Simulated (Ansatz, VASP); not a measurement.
# Li26CuF27 in VASP and in Ansatz

```xyz
54
Lattice="0.0000 6.0420 6.0420 6.0420 0.0000 6.0420 6.0420 6.0420 0.0000" Properties=species:S:1:pos:R:3 pbc="T T T"
Cu    0.0000    0.0000    0.0000
Li    2.0140    2.0140    0.0000
Li    4.0280    4.0280    0.0000
Li    2.0140    0.0000    2.0140
Li    4.0280    2.0140    2.0140
Li    6.0420    4.0280    2.0140
Li    4.0280    0.0000    4.0280
Li    6.0420    2.0140    4.0280
Li    8.0560    4.0280    4.0280
Li    0.0000    2.0140    2.0140
Li    2.0140    4.0280    2.0140
Li    4.0280    6.0420    2.0140
Li    2.0140    2.0140    4.0280
Li    4.0280    4.0280    4.0280
Li    6.0420    6.0420    4.0280
Li    4.0280    2.0140    6.0420
Li    6.0420    4.0280    6.0420
Li    8.0560    6.0420    6.0420
Li    0.0000    4.0280    4.0280
Li    2.0140    6.0420    4.0280
Li    4.0280    8.0560    4.0280
Li    2.0140    4.0280    6.0420
Li    4.0280    6.0420    6.0420
Li    6.0420    8.0560    6.0420
Li    4.0280    4.0280    8.0560
Li    6.0420    6.0420    8.0560
Li    8.0560    8.0560    8.0560
F     2.0140    2.0140    2.0140
F     4.0280    4.0280    2.0140
F     6.0420    6.0420    2.0140
F     4.0280    2.0140    4.0280
F     6.0420    4.0280    4.0280
F     8.0560    6.0420    4.0280
F     6.0420    2.0140    6.0420
F     8.0560    4.0280    6.0420
F    10.0700    6.0420    6.0420
F     2.0140    4.0280    4.0280
F     4.0280    6.0420    4.0280
F     6.0420    8.0560    4.0280
F     4.0280    4.0280    6.0420
F     6.0420    6.0420    6.0420
F     8.0560    8.0560    6.0420
F     6.0420    4.0280    8.0560
F     8.0560    6.0420    8.0560
F    10.0700    8.0560    8.0560
F     2.0140    6.0420    6.0420
F     4.0280    8.0560    6.0420
F     6.0420   10.0700    6.0420
F     4.0280    6.0420    8.0560
F     6.0420    8.0560    8.0560
F     8.0560   10.0700    8.0560
F     6.0420    6.0420   10.0700
F     8.0560    8.0560   10.0700
F    10.0700   10.0700   10.0700
```

Alike in both runs: task electric field gradients; functional PBE; k mesh 3 × 3 × 3; occupations fermi-dirac, width 0.01 eV; no spin polarisation.

|  | VASP | Ansatz |
| --- | --- | --- |
| version | VASP 6.6.1 | Ansatz 0.2.0 |
| potentials or method | VASP PAW PBE potentials, release 64 (Cu, Li_sv, F) | plane-wave PAW, scalar-relativistic |
| plane-wave cutoff (eV) | 520 | 420 |
| valence electrons in the cell | 278 | 286 |

Ansatz gave:

* gap on the k mesh at the Fermi level (eV): 2.38
* rms of the force components (eV/Å): 0.345
* size of Vzz on the site where it differs most (V/Å²): 17.2

**Question.** What did VASP give for the same quantities?

**Answer.** gap on the k mesh at the Fermi level (eV): 2.33; rms of the force components (eV/Å): 0.354; size of Vzz on the site where it differs most (V/Å²): 18.1.

Atom by atom the forces differ by 0.009 eV/Å (rms over components). VASP's potentials hold 278 valence electrons a cell and Ansatz's 286, so a difference there can come from the potentials and not from the codes.

Noted on VASP's run: the cutoff is short for stress, so the pressure is rough.
